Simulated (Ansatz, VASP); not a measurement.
One calculation of LiCl, two programs

POSCAR

```
LiCl
1.0
    0.0000000000      2.7330425368      2.7330425368
    2.7330425368      0.0000000000      2.7330425368
    2.7330425368      2.7330425368      0.0000000000
Li Cl
1 1
Direct
    0.0000000000      0.0000000000      0.0000000000
    0.2500000000      0.2500000000      0.2500000000
```

The input INCAR.step1:

```
ALGO     = Normal         # electronic algorithm
EDIFF    = 1E-4           # SCF threshold, eV
ENCUT    = 520            # plane-wave cutoff, eV
GGA      = PE             # functional
ISMEAR   = 0              # smearing method
LASPH    = True           # aspherical terms in the spheres
LCHARG   = False          # write CHGCAR
LREAL    = False          # projectors in reciprocal space
LWAVE    = True           # write WAVECAR
NBANDS   = 12             # bands
NELM     = 100            # most SCF steps
PREC     = Accurate       # precision mode
SIGMA    = 0.01           # smearing width, eV
```

Contents of INCAR.step2:

```
ALGO     = Normal         # electronic algorithm
EDIFF    = 1E-7           # SCF threshold, eV
ENCUT    = 520            # plane-wave cutoff, eV
ISIF     = 2              # what is computed and relaxed
ISMEAR   = 0              # smearing method
ISTART   = 1            
LASPH    = True           # aspherical terms in the spheres
LCHARG   = True           # write CHGCAR
LELF     = True           # ELF
LMIXTAU  = True         
LREAL    = False          # projectors in reciprocal space
LVHAR    = True         
LWAVE    = False          # write WAVECAR
METAGGA  = R2SCAN         # meta-GGA
NBANDS   = 12             # bands
NELM     = 100            # most SCF steps
PREC     = Accurate       # precision mode
SIGMA    = 0.01           # smearing width, eV
```

The input KPOINTS:

```
k-points
0
Gamma
  6 6 6
```

Input for Ansatz:

```yaml
crystal:
  lattice:
    - [0.0, 2.7330425368, 2.7330425368]
    - [2.7330425368, 0.0, 2.7330425368]
    - [2.7330425368, 2.7330425368, 0.0]
  atoms:
    - { symbol: Li, position: [0.0, 0.0, 0.0] }
    - { symbol: Cl, position: [0.25, 0.25, 0.25] }
kpoints:
  mp_grid: { grid: [6, 6, 6] }
hamiltonian:
  xc: r2scan
scf:
  occupations: { method: fixed }
  n_extra_bands: 4
output:
  forces: true
  stress: true
  eigenvalues: true
```

Alike in both runs: task single point; functional r2SCAN; k mesh 6 × 6 × 6; no spin polarisation.

```csv
,VASP,Ansatz
version,VASP 6.6.1,Ansatz 0.2.0
potentials or method,"VASP PAW PBE potentials, release 64 (Li_sv, Cl)","plane waves, PAW"
plane-wave cutoff (eV),520,500
occupations,"gaussian, width 0.01 eV",fixed
valence electrons in the cell,10,10
```

```tsv
	VASP	Ansatz	Ansatz less VASP
gap on the k mesh at the Fermi level (eV)	6.77	6.71	-0.057
```

VASP's potentials were made for PBE, not for r2SCAN.

Noted on VASP's run: the cutoff is short for stress, so the pressure is rough.
